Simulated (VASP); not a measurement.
## Si2W: single point with PBE

Crystal: Si2W.

```
CELL_PARAMETERS angstrom
3.37430 0.00000 0.00000
0.00000 3.37430 0.00000
0.00000 0.00000 7.65442
ATOMIC_POSITIONS crystal
Si 0.00000 0.00000 0.33521
Si 0.50000 0.50000 0.16479
Si 0.50000 0.50000 0.83521
Si 0.00000 0.00000 0.66479
W 0.00000 0.00000 0.00000
W 0.50000 0.50000 0.50000
```

This cell differs from its parent crystal: biaxial strain in the a-b plane: +4.5 %.

| Item | Value |
| --- | --- |
| Program | VASP 6.6.1 |
| Task | single point |
| Functional | PBE |
| Potentials or basis | VASP PAW PBE potentials, release 64 (Si, W_sv) |
| Cutoff | 520 eV |
| k mesh | 12 × 12 × 6 |
| Occupations | gaussian, width 0.1 eV |
| Spin | no spin polarisation |
| Dipole correction | no |
| Further INCAR settings | ALGO = Normal; EDIFF = 1e-06; NBANDS = 31 |

The pressure is -9.3 GPa. The largest force is 0.021 eV/Å and the band gap on the k mesh is zero (bands 22 and 23 overlap by 0.71 eV).

Forces in eV/Å, atoms in the order of the input:
```
Si   0.000  0.000  0.021
Si   0.000  0.000 -0.021
Si   0.000  0.000  0.021
Si   0.000  0.000 -0.021
W    0.000  0.000  0.000
W    0.000  0.000  0.000
```

Stress tensor (GPa, compression positive):
```
-17.77   0.00   0.00
  0.00 -17.77   0.00
  0.00   0.00   7.68
```

Levels at points of the mesh, in eV from the Fermi level:
```
           k point  band 20  band 21  band 22  band 23  band 24  band 25
(0.00, 0.00, 0.00)    -1.11    -0.20    -0.20     0.34     0.56     2.14
(0.50, 0.00, 0.00)    -1.58    -0.73    -0.73     2.07     2.07     2.88
(0.50, 0.50, 0.00)    -2.33    -1.66    -1.66     2.46     2.46     2.55
(0.00, 0.00, 0.50)    -1.70     0.45     0.45     1.27     1.27     1.41
(0.50, 0.00, 0.50)    -2.23    -0.37    -0.37     2.18     2.18     2.48
(0.50, 0.50, 0.50)    -1.96    -1.96    -1.96     0.47     0.47     2.46
```

Run time: 4.6 min on 1 thread of Intel(R) Xeon(R) Platinum 8259CL CPU @ 2.50GHz (Skylake/Cascade Lake), with other jobs on the host, peak memory 0.37 GiB.

Caveat: the cell differs from its parent crystal (biaxial strain in the a-b plane: +4.5 %); the stress differs along the axes, from -18 to 8 GPa; spin-orbit coupling is left out, which moves the levels of the heavy elements.
